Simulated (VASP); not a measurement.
Set up this calculation in VASP 6.6.1, as the native input.

- Task: single point
- Functional: PBEsol
- Potentials or basis: VASP PAW PBE potentials, release 64 (Mg, H)
- Cutoff: 520 eV
- k mesh: 14 × 14 × 14
- Occupations: gaussian, width 0.1 eV
- Spin: no spin polarisation
- Dipole correction: no
- Further INCAR settings: ALGO = Normal; EDIFF = 1e-07; NBANDS = 9

The structure of MgH2 lies in POSCAR:

```
MgH2
1.0
    0.0000000000      2.3810671667      2.3810671667
    2.3810671667      0.0000000000      2.3810671667
    2.3810671667      2.3810671667      0.0000000000
Mg H
1 2
Direct
    0.0314984815     -0.0314984815      0.0314984815
    0.7500000000      0.7500000000      0.7500000000
    0.2500000000      0.2500000000      0.2500000000
```

This cell differs from its parent crystal: one atom moved.

One way to write it, as run:

INCAR

```
SYSTEM = MgH2
  PREC = Accurate
  ENCUT = 520
  EDIFF = 1E-7
  ISMEAR = 0
  SIGMA = 0.1
  LREAL = .False.
  LASPH = .True.
  NELM = 80
  ALGO = Normal
  ISIF = 2
  LWAVE = .False.
  LCHARG = .False.
  GGA = PS
  NBANDS = 9
```

KPOINTS

```
regular mesh
0
Gamma
  14 14 14
  0 0 0
```

Potentials or basis: VASP PAW PBE potentials, release 64 (Mg, H).

Launch:

```sh
$ cat potpaw_PBE.64/Mg/POTCAR potpaw_PBE.64/H/POTCAR > POTCAR
$ mpirun -np 1 vasp_std > vasp.out
```

It gave:

| Item | Value |
| --- | --- |
| Pressure | -0.9 GPa |
| Largest force | 0.466 eV/Å |
| Band gap on the k mesh | zero (band 2 reaches 3.92 eV, above the bottom of band 3 at 2.37 eV) |

Caveat: the cell differs from its parent crystal (one atom moved); the PAW data sets were made with another functional, which shifts forces and pressure a little.

Wall time 46 s on 1 thread of Intel Xeon 6975P-C, on a shared host, peak memory 0.21 GiB.
